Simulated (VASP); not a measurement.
Here is a VASP 6.6.1 calculation.

File INCAR:

```
SYSTEM = Sn
PREC     = Accurate       ! precision mode
ENCUT    = 520            ! plane-wave cutoff, eV
EDIFF    = 1E-6           ! SCF threshold, eV
ISMEAR   = 0              ! smearing method
SIGMA    = 0.1            ! smearing width, eV
LREAL    = .FALSE.        ! projectors in reciprocal space
LASPH    = .TRUE.         ! aspherical terms in the spheres
NELM     = 60             ! most SCF steps
ALGO     = Fast           ! electronic algorithm
ISIF     = 2              ! what is computed and relaxed
LWAVE    = .FALSE.        ! write WAVECAR
LCHARG   = .FALSE.        ! write CHGCAR
GGA      = PE             ! functional
NBANDS   = 21             ! bands
```

The input KPOINTS:

```
regular mesh
0
G
  14 14 10
  0 0 0
```

The input POSCAR:

```
Sn
1.0
   -2.7936366812      2.8135639839      1.5326910611
    2.8135639839     -2.7936366812      1.5326910611
    2.9112422994      2.9112422994     -1.4960569110
Sn
2
Direct
    0.7379749490      0.2620250510      0.5000000000
    0.0120250510     -0.0120250510      0.0000000000
```

Potentials or basis: VASP PAW PBE potentials, release 64 (Sn_d).

Run with:

```sh
$ cat potpaw_PBE.64/Sn_d/POTCAR > POTCAR
$ mpirun -np 1 vasp_std > vasp.out
```

Q: What does it give for the largest force?

A: 0.952 eV/Å.

Q: Predict the pressure.

A: 8.7 GPa.

Q: Estimate the band gap on the k mesh.

A: Zero (bands 14 and 15 overlap by 4.45 eV).

Stress tensor (GPa, compression positive):
```
 8.53 -0.74  0.85
-0.74  8.53  0.85
 0.85  0.85  9.06
```

Caveat: the cell differs from its parent crystal (strained and its atoms moved); the cell stands under pressure; spin-orbit coupling is left out, which moves the levels of the heavy elements.
